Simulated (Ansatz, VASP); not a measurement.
**One calculation of BP, two programs**

```
CELL_PARAMETERS angstrom
0.00000 2.28403 2.28403
2.28403 0.00000 2.28403
2.28403 2.28403 0.00000
ATOMIC_POSITIONS crystal
B 0.00000 0.00000 0.00000
P 0.75000 0.75000 0.75000
```

Change from the starting cell: volume scaled by 1.02, PAW files.

Alike in both runs: task electric field gradients; functional PBE; k mesh 15 × 15 × 15; occupations fermi-dirac, width 0.05 eV; no spin polarisation.

```csv
,VASP,Ansatz
version,VASP 6.6.1,Ansatz 0.2.0
potentials or method,"VASP PAW PBE potentials, release 64 (B, P)","PAW with Ansatz's default frozen-core files, scalar-relativistic"
plane-wave cutoff (eV),520,420
valence electrons in the cell,8,8
```

Ansatz gave:

| Quantity | Value |
| --- | --- |
| pressure (GPa) | -2.0 |

Question: Estimate VASP's values.

Answer: Pressure (GPa): -2.3.
